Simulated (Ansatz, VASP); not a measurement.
# Hf: VASP beside Ansatz

```
Hf
1.0
     3.19921    0.00000    0.00000
    -1.59960    2.77060    0.00000
     0.00000    0.00000    5.04428
Hf
2
Direct
  0.33333 0.66667 0.25000
  0.66667 0.33333 0.75000
```

Alike in both runs: functional r2SCAN; k mesh 18 × 18 × 8; occupations gaussian, width 0.1 eV; no spin polarisation.

Ansatz relaxed the structure, and its values are those at the end. VASP's run is a single point on that final structure, the one shown.

```csv
,VASP,Ansatz
version,VASP 6.6.1,Ansatz 0.2.0
potentials or method,"VASP PAW PBE potentials, release 64 (Hf_pv), cutoff 520 eV","scalar-relativistic, plane waves, PAW"
valence electrons in the cell,20,52
```

|  | VASP | Ansatz | Ansatz less VASP |
| --- | --- | --- | --- |
| gap on the k mesh at the Fermi level (eV) | none | none | - |
| pressure (GPa) | -0.6 | 0.0 | +0.58 |

VASP's potentials were made for PBE, not for r2SCAN. A gap of «none» marks a metal or a gap that the smearing closes. The functional is the same, so the differences come from potentials, cutoffs and numerics. VASP's potentials hold 20 valence electrons a cell and Ansatz's 52, so a difference there can come from the potentials and not from the codes.

Spin-orbit coupling is off throughout.
